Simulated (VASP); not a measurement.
# C in VASP: single point with PBE+D3(BJ)

Aim: the single point of C with PBE+D3(BJ).

All numbers are computed with VASP 6.6.1; they aren't measurements. Logs are shortened: lines on timing, memory, paths and dates and some standing lists are left out, and cuts for length are marked.

### 1 The cell of the first run

The cell holds a slab with vacuum, 4 atoms: a = 2.466 Å, b = 2.466 Å, c = 17.500 Å, α = 90.00°, β = 90.00°, γ = 120.00°.

### 2 Single point, PBE+D3(BJ) (layers slid over each other)

File INCAR:

```
PREC = Accurate ; ENCUT = 520
EDIFF = 1E-6 ; ISMEAR = 0
SIGMA = 0.1 ; LREAL = False
LASPH = True ; NELM = 80
ALGO = Normal ; ISIF = 2
LWAVE = False ; LCHARG = True
LDIPOL = True ; IDIPOL = 3
DIPOL = 0.5 0.5 0.343 ; GGA = PE
IVDW = 12 ; LELF = True
LVHAR = True ; LVACPOTAV = True
NBANDS = 16
```

File KPOINTS:

```
regular mesh
0
Gamma
  15 15 1
```

File POSCAR:

```
C
1.0
    2.4656524409      0.0000000000      0.0000000000
   -1.2328262205      2.1353176508      0.0000000000
    0.0000000000      0.0000000000     17.5000663883
C
4
Direct
    0.6666666667      0.3333333333      0.2571437784
    0.3333333333      0.6666666667      0.2571418816
    0.8333333333      0.6666666667      0.4291450227
    1.1666666667      0.3333333333      0.4291431259
```

Potentials or basis: VASP PAW PBE potentials, release 64 (C).

Command:

```bash
$ cat potpaw_PBE.64/C/POTCAR > POTCAR
$ mpirun -np 1 vasp_std > vasp.out
```

OUTCAR:

```text
PREC = Accurate
   ENCUT = 520
   EDIFF = 1E-6
   ISMEAR = 0
   LREAL = False
   LASPH = True
   NELM = 80
   ISIF = 2
   GGA = PE
   IVDW = 12
 IVDW          = 12

 ion  position               nearest neighbor table
   1  0.667  0.333  0.257-   2 1.42   2 1.42   2 1.42
   2  0.333  0.667  0.257-   1 1.42   1 1.42   1 1.42
   3  0.833  0.667  0.429-   4 1.42   4 1.42   4 1.42
   4  0.167  0.333  0.429-   3 1.42   3 1.42   3 1.42

  LATTYP: Found a hexagonal cell.
 ALAT       =     2.4656524409
 C/A-ratio  =     7.0975398227

  Lattice vectors:

 A1 = (   2.4656524409,   0.0000000000,   0.0000000000)
 A2 = (  -1.2328262205,   2.1353176508,   0.0000000000)
 A3 = (   0.0000000000,   0.0000000000,  17.5000663883)

Analysis of symmetry for initial positions (statically):
=====================================================================
 Subroutine PRICEL returns:
 Original cell was already a primitive cell.

 Routine SETGRP: Setting up the symmetry group for a
 hexagonal supercell.

 Subroutine GETGRP returns: Found  8 space group operations
 (whereof  4 operations were pure point group operations)
 out of a pool of 24 trial point group operations.

The static configuration has the point symmetry C_2v.
 The point group associated with its full space group is D_2h.

Analysis of symmetry for dynamics (positions and initial velocities):
=====================================================================
 Subroutine PRICEL returns:
 Original cell was already a primitive cell.

 Routine SETGRP: Setting up the symmetry group for a
 hexagonal supercell.

 Subroutine GETGRP returns: Found  8 space group operations
 (whereof  4 operations were pure point group operations)
 out of a pool of 24 trial point group operations.

The dynamic configuration has the point symmetry C_2v.
 The point group associated with its full space group is D_2h.

 Subroutine INISYM returns: Found  8 space group operations
 (whereof  4 operations are pure point group operations),
 and found     1 'primitive' translations

----------------------------------------------------------------------------------------

                                     Primitive cell

  volume of cell :      92.1370

  direct lattice vectors                    reciprocal lattice vectors
     2.465652441  0.000000000  0.000000000     0.405572166  0.234157199  0.000000000
    -1.232826221  2.135317651  0.000000000     0.000000000  0.468314398  0.000000000
     0.000000000  0.000000000 17.500066388     0.000000000  0.000000000  0.057142640

  length of vectors
     2.465652441  2.465652441 17.500066388     0.468314398  0.468314398  0.057142640

  position of ions in fractional coordinates (direct lattice)
     0.666666667  0.333333333  0.257143778
     0.333333333  0.666666667  0.257141882
     0.833333333  0.666666667  0.429145023
     0.166666667  0.333333333  0.429143126

  ion indices of the primitive-cell ions
   primitive index   ion index
                 1           1
                 2           2
                 3           3
                 4           4

----------------------------------------------------------------------------------------

 KPOINTS: regular mesh

Automatic generation of k-mesh.
 Grid dimensions read from file:
 generate k-points for:   15   15    1

 Generating k-lattice:

  Cartesian coordinates                     Fractional coordinates (reciprocal lattice)
     0.027038144  0.015610480  0.000000000     0.066666667  0.000000000  0.000000000
     0.000000000  0.031220960  0.000000000     0.000000000  0.066666667  0.000000000
     0.000000000  0.000000000  0.057142640     0.000000000  0.000000000  1.000000000

  Length of vectors
     0.031220960  0.031220960  0.057142640

  Shift w.r.t. Gamma in fractional coordinates (k-lattice)
     0.000000000  0.000000000  0.000000000

 Subroutine IBZKPT returns following result:
 ===========================================

 Found     64 irreducible k-points:

 Following reciprocal coordinates:
            Coordinates               Weight
  0.000000  0.000000  0.000000      1.000000
  0.066667  0.000000  0.000000      4.000000
  0.000000  0.066667  0.000000      2.000000
  0.133333 -0.000000  0.000000      4.000000
  0.000000  0.133333  0.000000      2.000000
  0.200000  0.000000  0.000000      4.000000
[... 16 lines left out ...]
 -0.266667  0.200000  0.000000      4.000000
  0.266667  0.066667  0.000000      4.000000
 [... further k-points ...]
   k-points           NKPTS =     64   k-points in BZ     NKDIM =     64   number of bands    NBANDS=     16
   number of dos      NEDOS =    301   number of ions     NIONS =      4
   total plane-waves  NPLWV =  45360
   dimension x,y,z NGX =    18 NGY =   18 NGZ =  140
   dimension x,y,z NGXF=    36 NGYF=   36 NGZF=  280
   ions per type =               4
   NGX,Y,Z   is equivalent  to a cutoff of  12.14, 12.14, 13.30 a.u.
   NGXF,Y,Z  is equivalent  to a cutoff of  24.27, 24.27, 26.60 a.u.
 SYSTEM =  unknown system
   PREC   = accura    normal or accurate (medium, high low for compatibility)
   ISTART =      0    job   : 0-new  1-cont  2-samecut
   ICHARG =      2    charge: 1-file 2-atom 10-const
   ISPIN  =      1    spin polarized calculation?
   LNONCOLLINEAR =      F non collinear calculations
   LSORBIT =      F    spin-orbit coupling
   LASPH  =      T    aspherical Exc in radial PAW
   ENCUT  =  520.0 eV  38.22 Ry    6.18 a.u.   4.58  4.58 32.54*2*pi/ulx,y,z
   NELM   =     80;   NELMIN=  2; NELMDL= -5     # of ELM steps
   EDIFF  = 0.1E-05   stopping-criterion for ELM
   LREAL  =      F    real-space projection
   EDIFFG = 0.1E-04   stopping-criterion for IOM
   NSW    =      0    number of steps for IOM
   IBRION =     -1    ionic relax: 0-MD 1-quasi-New 2-CG
   NFREE  =      0    steps in history (QN), initial steepest desc. (CG)
   ISIF   =      2    stress and relaxation
   ISYM   =      2    0-nonsym 1-usesym 2-fastsym
   POTIM  = 0.5000    time-step for ionic-motion
   TEBEG  =    0.0;   TEEND  =   0.0 temperature during run
   PSTRESS=    0.0 pullay stress
   NELECT =      16.0000    total number of electrons
   NUPDOWN=      -1.0000    fix difference up-down
   EMIN   =  10.00;   EMAX   =-10.00  energy-range for DOS
   EFERMI =   0.00;   METHOD = LEGACY
   ISMEAR =     0;   SIGMA  =   0.10  broadening in eV -4-tet -1-fermi 0-gaus
   EFERMI_NEDOS =   21; number of points for ismear=-14 and -15
   IALGO  =     38    algorithm
   IMIX   =      4    mixing-type and parameters
     AMIX     =   0.40;   BMIX     =  1.00
     AMIX_MAG =   1.60;   BMIX_MAG =  1.00
  volume/ion in A,a.u.               =      23.03       155.44
  Fermi-wavevector in a.u.,A,eV,Ry     =   0.913349  1.725980 11.350070  0.834207
  Thomas-Fermi vector in A             =   2.037850
   LORBIT       =      0    0 simple, 1 ext, 2 COOP (PROOUT), +10 PAW based schemes
   GGA     = PE    functional components
   LHFCALC =     F    Hartree Fock is set to
   AEXX    =    0.0000 exact exchange contribution
   IVDW    =    12    specifies the selected vdW correction
   LEPSILON=     F    determine dielectric tensor
   LRPA    =     F    only Hartree local field effects (RPA)
 non-spin polarized calculation
 Gauss-broadening in eV      SIGMA  =   0.10
  energy-cutoff  :      520.00
  volume of cell :       92.14
 maximum number of plane-waves:      2516
   NGX =  9   NGY =  9   NGZ = 65

 dipolmoment           0.000000      0.000000      0.000003 electrons x Angstroem

 number of electron      15.9999997 magnetization

 dipolmoment           0.000000      0.000000     -0.000129 electrons x Angstroem

 Free energy of the ion-electron system (eV)
  ---------------------------------------------------
  ext. energy  EPLUGINS =         0.00000000
  ---------------------------------------------------
  free energy    TOTEN  =       -36.79075956 eV

  energy without entropy =      -36.79074336  energy(sigma->0) =      -36.79075146

 E-fermi :  -0.8983     XC(G=0):  -4.3607

 val. band max:       -1.1014006242   @ k =   0.3333   0.3333   0.0000
 cond. band min:      -0.6951500478   @ k =   0.3333   0.3333   0.0000
 fundamental gap:      0.4062505764
 Fermi energy:        -0.8982753310

 k-point     1 :       0.0000    0.0000    0.0000
  band No.  band energies     occupation
      1     -20.5517      2.00000
      2     -20.2180      2.00000
      3      -9.2441      2.00000
      4      -7.6312      2.00000
      5      -3.9152      2.00000
      6      -3.8988      2.00000
[... 8 lines left out ...]
     15       7.4331      0.00000
     16       7.4746      0.00000

 k-point     2 :       0.0667    0.0000    0.0000
  band No.  band energies     occupation
      1     -20.4456      2.00000
      2     -20.1138      2.00000
      3      -9.1163      2.00000
      4      -7.5094      2.00000
      5      -4.3379      2.00000
      6      -4.2919      2.00000
[... 8 lines left out ...]
     15       7.5475      0.00000
     16       7.9082      0.00000

 k-point     3 :       0.0000    0.0667    0.0000
  band No.  band energies     occupation
      1     -20.4456      2.00000
      2     -20.1137      2.00000
      3      -9.1167      2.00000
      4      -7.5089      2.00000
      5      -4.3297      2.00000
      6      -4.2996      2.00000
[... 8 lines left out ...]
     15       7.5105      0.00000
     16       7.8479      0.00000
[... 362 lines left out ...]
 k-point    23 :      -0.2667    0.2000    0.0000
  band No.  band energies     occupation
      1     -19.1823      2.00000
      2     -18.8732      2.00000
      3      -7.9317      2.00000
      4      -7.8075      2.00000
      5      -7.6059      2.00000
      6      -6.0924      2.00000
[... 8 lines left out ...]
     15       7.6306      0.00000
     16       7.6912      0.00000

 k-point    24 :       0.2667    0.0667    0.0000
  band No.  band energies     occupation
      1     -18.3521      2.00000
      2     -18.0575      2.00000
      3      -9.6581      2.00000
      4      -9.5170      2.00000
      5      -6.7204      2.00000
      6      -6.6747      2.00000
[... 8 lines left out ...]
     15       7.4424      0.00000
     16       8.6252      0.00000

 [... further k-points ...]

------------------------ aborting loop because EDIFF is reached ----------------------------------------

 Edisp (eV)   -0.51517

 E8    (eV) :    -0.1559

  FORCE on cell =-STRESS in cart. coord.  units (eV):
  Direction    XX          YY          ZZ          XY          YZ          ZX
  --------------------------------------------------------------------------------------
  -------------------------------------------------------------------------------------
  Total       0.13611    -0.03649     0.83735     0.00000     0.00000     0.00000
  in kB       2.36688    -0.63444    14.56070     0.00000     0.00000     0.00000
  external pressure =        5.43 kB  Pullay stress =        0.00 kB

 VOLUME and BASIS-vectors are now :
 -----------------------------------------------------------------------------
  energy-cutoff  :      520.00
  volume of cell :       92.14
      direct lattice vectors                 reciprocal lattice vectors
     2.465652441  0.000000000  0.000000000     0.405572166  0.234157199  0.000000000
    -1.232826221  2.135317651  0.000000000     0.000000000  0.468314398  0.000000000
     0.000000000  0.000000000 17.500066388     0.000000000  0.000000000  0.057142640

 POSITION                                       TOTAL-FORCE (eV/Angst)
 -----------------------------------------------------------------------------------
      1.23283      0.71177      4.50003        -0.000000      0.002937     -0.143226
     -0.00000      1.42355      4.50000         0.000000     -0.002937     -0.143226
      1.23283      1.42355      7.51007         0.000000     -0.002937      0.143226
      0.00000      0.71177      7.51003        -0.000000      0.002937      0.143226
 -----------------------------------------------------------------------------------
    total drift:                                0.000000      0.000025     -0.029619

  FREE ENERGIE OF THE ION-ELECTRON SYSTEM (eV)
  ---------------------------------------------------
  free  energy   TOTEN  =       -37.3059263573 eV

  energy  without entropy=      -37.3059101613  energy(sigma->0) =      -37.30591826

 vacuum level on the upper side and lower side of the slab         3.452         3.456
```

It took 2.7 min on 1 thread of Intel Xeon Platinum 8488C (Sapphire Rapids), shared host; peak memory 0.23 GiB.

What came out:

```yaml
Free_energy: -37.3059 eV
Largest_force: 0.143 eV/Å
Dispersion_energy_per_atom: -0.129 eV
```

Forces in eV/Å, atoms in the order of the input:
```
C    0.000  0.003 -0.143
C    0.000 -0.003 -0.143
C    0.000 -0.003  0.143
C    0.000  0.003  0.143
```

Caveat: the cell differs from its parent crystal (layers slid over each other).
